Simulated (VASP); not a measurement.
# KI (P6_3/mmc) in VASP: settings compared, part 2 of 3

VASP 6.6.1. Earlier steps stand in the parts before.

## 3. Relaxation of cell and atoms, PBE

This run uses another cell than the first one, of 41.77 Å³/atom.

Input file INCAR:

```
ALGO     = Normal         # electronic algorithm
EDIFF    = 1E-7           # SCF threshold, eV
EDIFFG   = -0.005         # ionic threshold
ENCUT    = 500            # plane-wave cutoff, eV
GGA      = PE             # functional
GGA_COMPAT= F            
IBRION   = 2              # ionic algorithm
ISIF     = 3              # what is computed and relaxed
ISMEAR   = -1             # smearing method
LASPH    = T              # aspherical terms in the spheres
LCHARG   = F              # write CHGCAR
LREAL    = F              # projectors in reciprocal space
LWAVE    = F              # write WAVECAR
NELM     = 120            # most SCF steps
NELMIN   = 4            
NSW      = 80             # ionic steps
PREC     = Accurate       # precision mode
SIGMA    = 0.02           # smearing width, eV
```

Input file KPOINTS:

```
k-points
0
Gamma
  6 6 4
```

Input file POSCAR:

```
KI
1.0
    4.9099132800      0.0000000000      0.0000000000
   -2.4549566400      4.2521096309      0.0000000000
    0.0000000000      0.0000000000      8.0031586464
K I
2 2
Direct
    0.0000000000      0.0000000000      0.0000000000
    0.0000000000      0.0000000000      0.5000000000
    0.3333333333      0.6666666667      0.2500000000
    0.6666666667      0.3333333333      0.7500000000
```

Potentials or basis: VASP PAW PBE potentials, release 64 (K_sv, I).

Command:

```sh
cat potpaw_PBE.64/K_sv/POTCAR potpaw_PBE.64/I/POTCAR > POTCAR
mpirun -np 1 vasp_std > vasp.out
```

OUTCAR:

```text
EDIFF = 1E-7
   EDIFFG = -0.005
   ENCUT = 500
   GGA = PE
   IBRION = 2
   ISIF = 3
   ISMEAR = -1
   LASPH = T
   LREAL = F
   NELM = 120
   NELMIN = 4
   NSW = 80
   PREC = Accurate

 ion  position               nearest neighbor table
   1  0.000  0.000  0.000-   3 3.47   4 3.47   4 3.47   3 3.47   4 3.47   3 3.47
   2  0.000  0.000  0.500-   3 3.47   4 3.47   4 3.47   3 3.47   4 3.47   3 3.47
   3  0.333  0.667  0.250-   1 3.47   2 3.47   1 3.47   2 3.47   1 3.47   2 3.47
   4  0.667  0.333  0.750-   1 3.47   2 3.47   1 3.47   2 3.47   1 3.47   2 3.47

  LATTYP: Found a hexagonal cell.
 ALAT       =     4.9099132800
 C/A-ratio  =     1.6300000000

  Lattice vectors:

 A1 = (   4.9099132800,   0.0000000000,   0.0000000000)
 A2 = (  -2.4549566400,   4.2521096309,   0.0000000000)
 A3 = (   0.0000000000,   0.0000000000,   8.0031586464)

Analysis of symmetry for initial positions (statically):
=====================================================================
 Subroutine PRICEL returns:
 Original cell was already a primitive cell.

 Routine SETGRP: Setting up the symmetry group for a
 hexagonal supercell.

 Subroutine GETGRP returns: Found 24 space group operations
 (whereof 12 operations were pure point group operations)
 out of a pool of 24 trial point group operations.

[... 169 lines left out ...]
  FORCE on cell =-STRESS in cart. coord.  units (eV):
  Direction    XX          YY          ZZ          XY          YZ          ZX
  --------------------------------------------------------------------------------------
  -------------------------------------------------------------------------------------
  Total        1.2434916      1.2434916      2.2917415      0.0000000      0.0000000     -0.0000000
  in kB       11.9237740     11.9237740     21.9753858      0.0000000      0.0000000     -0.0000000
  external PRESSURE =      15.2743113 kB  Pullay stress =       0.0000000 kB
[... 25 lines left out ...]
--------------------------------------- Ionic step        2  -------------------------------------------

 number of electron      32.0000003 magnetization

 E-fermi :   0.0068     XC(G=0):  -7.1583

 val. band max:       -0.4244277730   @ k =   0.0000   0.0000   0.0000
 cond. band min:       3.5360215031   @ k =   0.0000   0.0000   0.0000
 fundamental gap:      3.9604492762
 Fermi energy:         0.0068472992

 k-point     1 :       0.0000    0.0000    0.0000
  band No.  band energies     occupation
      1     -29.0086      2.00000
      2     -29.0004      2.00000
      3     -12.7016      2.00000
      4     -12.4937      2.00000
      5     -12.4937      2.00000
      6     -12.4749      2.00000
[... 737 lines left out ...]
--------------------------------------- Ionic step        9  -------------------------------------------

 number of electron      32.0000005 magnetization

 Free energy of the ion-electron system (eV)
  ---------------------------------------------------
  ext. energy  EPLUGINS =         0.00000000
  ---------------------------------------------------
  free energy    TOTEN  =       -11.05340380 eV

  energy without entropy =      -11.05340380  energy(sigma->0) =      -11.05340380

 E-fermi :  -0.1047     XC(G=0):  -6.9654

 val. band max:       -0.6153537401   @ k =   0.0000   0.0000   0.0000
 cond. band min:       3.1557458602   @ k =   0.0000   0.0000   0.0000
 fundamental gap:      3.7710996003
 Fermi energy:        -0.1046860035

 k-point     1 :       0.0000    0.0000    0.0000
  band No.  band energies     occupation
      1     -29.3379      2.00000
      2     -29.3338      2.00000
      3     -12.9554      2.00000
      4     -12.8197      2.00000
      5     -12.8197      2.00000
      6     -12.8089      2.00000
[... 503 lines left out ...]
  FREE ENERGIE OF THE ION-ELECTRON SYSTEM (eV)
  ---------------------------------------------------
  free  energy   TOTEN  =       -11.0534038004 eV

  energy  without entropy=      -11.0534038004  energy(sigma->0) =      -11.05340380

 reached required accuracy - stopping structural energy minimisation
```

OSZICAR:

```text
N       E                     dE             d eps       ncg     rms          rms(c)
DAV:   1     0.221241267341E+03    0.22124E+03   -0.13171E+04   840   0.132E+03
DAV:   2     0.562207643175E+01   -0.21562E+03   -0.20697E+03  1076   0.313E+02
DAV:   3    -0.106125023725E+02   -0.16235E+02   -0.16185E+02  1344   0.757E+01
[... 99 lines left out ...]
DAV:   4    -0.110534023897E+02   -0.89090E-05   -0.18169E-05  1568   0.228E-02    0.219E-02
DAV:   5    -0.110534025755E+02   -0.18583E-06   -0.38220E-05  1368   0.334E-02    0.517E-03
DAV:   6    -0.110534031072E+02   -0.53163E-06   -0.13664E-06  1072   0.607E-03    0.342E-03
DAV:   7    -0.110534037243E+02   -0.61718E-06   -0.77465E-08   608   0.203E-03    0.439E-04
DAV:   8    -0.110534038004E+02   -0.76036E-07   -0.11292E-08   464   0.860E-04
   9 F= -.11053404E+02 E0= -.11053404E+02  d E =-.324130E-04
```

Run time: 8.1 min. Hardware: 1 thread of Oxide Virtual Turin-like, shared host; peak memory 0.27 GiB.

Results:

```
Free energy                           : -11.0534 eV
Relaxed volume                        : 46.52 Å³/atom
Relaxed cell                          : a = 4.974 Å, b = 4.974 Å, c = 8.687 Å, α = 90.00°, β = 90.00°, γ = 120.00°
Space group after relaxing (to 0.1 Å) : P6_3/mmc (No. 194)
Energy gained by relaxing             : 26.8 meV/atom
Ionic steps                           : 9
Pressure after relaxing               : 0.0 GPa
Band gap on the k mesh                : 3.77 eV
```

The path:
| step | energy change (eV) | largest force (eV/Å) | pressure (GPa) | volume (Å³) |
| --- | --- | --- | --- | --- |
| 1 | 0.0000 | 0.0000 | 1.53 | 167.09 |
| 2 | -0.0729 | 0.0000 | 0.64 | 176.89 |
| 3 | -0.0918 | 0.0000 | -0.36 | 193.65 |
| 4 | -0.0973 | 0.0000 | -0.11 | 188.47 |
| 5 | -0.0974 | 0.0000 | -0.08 | 187.97 |
| 6 | -0.1012 | 0.0000 | -0.07 | 187.66 |
| 7 | -0.1070 | 0.0000 | -0.03 | 186.66 |
| 8 | -0.1071 | 0.0000 | -0.02 | 186.48 |
| 9 | -0.1071 | 0.0000 | 0.00 | 186.09 |

Final structure:
```
K I
1.0
     4.97353    0.00000    0.00000
    -2.48676    4.30720    0.00000
     0.00000    0.00000    8.68667
K I
2 2
Direct
  0.00000 0.00000 0.00000
  0.00000 0.00000 0.50000
  0.33333 0.66667 0.25000
  0.66667 0.33333 0.75000
```

Levels at points of the mesh, in eV from the valence-band top:
```
           k point  band 14  band 15  band 16  band 17  band 18  band 19
(0.00, 0.00, 0.00)    -0.17     0.00     0.00     3.77     5.48     5.73
(0.50, 0.00, 0.00)    -0.54    -0.33    -0.32     5.12     5.74     5.74
(0.00, 0.00, 0.50)    -0.13    -0.13    -0.13     4.84     4.84     6.31
(0.50, 0.00, 0.50)    -0.47    -0.32    -0.32     5.55     5.55     5.70
```

Caveat: spin-orbit coupling is left out, which moves the levels of the heavy elements. A k mesh can miss the band edges.

## 4. Relaxation of cell and atoms, PBEsol

This run uses another cell than the first one, of 46.37 Å³/atom.

Input file INCAR:

```
PREC = Accurate
ENCUT = 500
EDIFF = 1E-7
ISMEAR = -1
SIGMA = 0.02
LREAL = False
LASPH = True
NELM = 120
ALGO = Normal
ISIF = 3
LWAVE = False
LCHARG = False
GGA = PS
IBRION = 2
NSW = 80
EDIFFG = -0.005
GGA_COMPAT = False
NELMIN = 4
```

Input file KPOINTS:

```
Automatic mesh
0
Gamma
  6 6 4
```

Input file POSCAR:

```
KI
1.0
    4.9705500350      0.0000000000      0.0000000000
   -2.4852750175      4.3046226011      0.0000000000
    0.0000000000      0.0000000000      8.6682758660
K I
2 2
Direct
    0.0000000000      0.0000000000      0.0000000000
    0.0000000000      0.0000000000      0.5000000000
    0.3333333333      0.6666666667      0.2500000000
    0.6666666667      0.3333333333      0.7500000000
```

Command:

```sh
cat potpaw_PBE.64/K_sv/POTCAR potpaw_PBE.64/I/POTCAR > POTCAR
mpirun -np 1 vasp_std > vasp.out
```

Run time: 5.3 min. Hardware: 1 thread of Oxide Virtual Turin-like, shared host; peak memory 0.29 GiB.

Results (log left out):

```yaml
Free_energy: -11.5580 eV
Relaxed_volume: 43.28 Å³/atom
Relaxed_cell: a = 4.844 Å, b = 4.844 Å, c = 8.520 Å, α = 90.00°, β = 90.00°, γ = 120.00°
Space_group_after_relaxing_to_0.1_Å: P6_3/mmc (No. 194)
Energy_gained_by_relaxing: 7.5 meV/atom
Ionic_steps: 8
Pressure_after_relaxing: 0.0 GPa
Band_gap_on_the_k_mesh: 3.77 eV
```

The path:
```csv
step,energy change (eV),largest force (eV/Å),pressure (GPa),volume (Å³)
1,0.0000,0.0000,-0.71,185.47
2,-0.0197,0.0000,-0.43,180.00
3,-0.0295,0.0000,-0.04,173.64
4,-0.0295,0.0000,0.00,173.02
5,-0.0295,0.0000,-0.01,173.26
6,-0.0296,0.0000,-0.01,173.23
7,-0.0298,0.0000,-0.01,173.16
8,-0.0298,0.0000,-0.01,173.14
```

Final structure:
```xyz
4
Lattice="4.8441 0.0000 0.0000 -2.4220 4.1951 0.0000 0.0000 0.0000 8.5200" Properties=species:S:1:pos:R:3 pbc="T T T"
K     0.0000    0.0000    0.0000
K     0.0000    0.0000    4.2600
I     0.0000    2.7967    2.1300
I     2.4220    1.3984    6.3900
```

Levels at points of the mesh, in eV from the valence-band top:
```tsv
k point	band 13	band 14	band 15	band 16	band 17	band 18	band 19	band 20
(0.00, 0.00, 0.00)	-0.30	-0.21	0.00	0.00	3.77	5.43	5.55	6.63
(0.50, 0.00, 0.00)	-0.71	-0.65	-0.40	-0.37	4.94	5.68	5.72	6.99
(0.00, 0.00, 0.50)	-0.15	-0.15	-0.15	-0.15	4.89	4.89	6.24	6.24
(0.50, 0.00, 0.50)	-0.56	-0.56	-0.38	-0.38	5.51	5.51	5.56	5.56
```

Caveat: the PAW data sets were made with another functional, which shifts forces and pressure a little; spin-orbit coupling is left out, which moves the levels of the heavy elements. A k mesh can miss the band edges.

(Part 2 of 3 ends here.)
